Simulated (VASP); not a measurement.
A run of VASP 6.6.1:

The input INCAR:

```
SYSTEM = Rb
  ALGO = Normal
  EDIFF = 1E-6
  ENCUT = 520
  GGA = PE
  ISIF = 2
  ISMEAR = -1
  LASPH = .TRUE.
  LCHARG = .FALSE.
  LREAL = .FALSE.
  LWAVE = .FALSE.
  NBANDS = 16
  NELM = 80
  PREC = Accurate
  SIGMA = 0.08
```

File KPOINTS:

```
k-points
0
G
  9 9 5
  0 0 0
```

The input POSCAR:

```
Rb
1.0
    4.2525346222      0.0000000000      0.0000000000
   -2.1262673111      3.6828030133      0.0000000000
    0.0000000000      0.0000000000      7.0161423555
Rb
2
Direct
    0.3333333333      0.6666666667      0.2500000000
    0.6666666667      0.3333333333      0.7500000000
```

Potentials or basis: VASP PAW PBE potentials, release 64 (Rb_sv).

Launch:

```bash
$ cat potpaw_PBE.64/Rb_sv/POTCAR > POTCAR
$ mpirun -np 1 vasp_std > vasp.out
```

Hardware: 1 thread of Intel(R) Xeon(R) 6975P-C (Granite Rapids), on a shared host.

Question: How long does it take, and how much memory?

Answer: Run time: 17 s on 1 thread of Intel(R) Xeon(R) 6975P-C (Granite Rapids) (shared host), peak memory 0.23 GiB. Counts: scf iterations 11, k points 36.
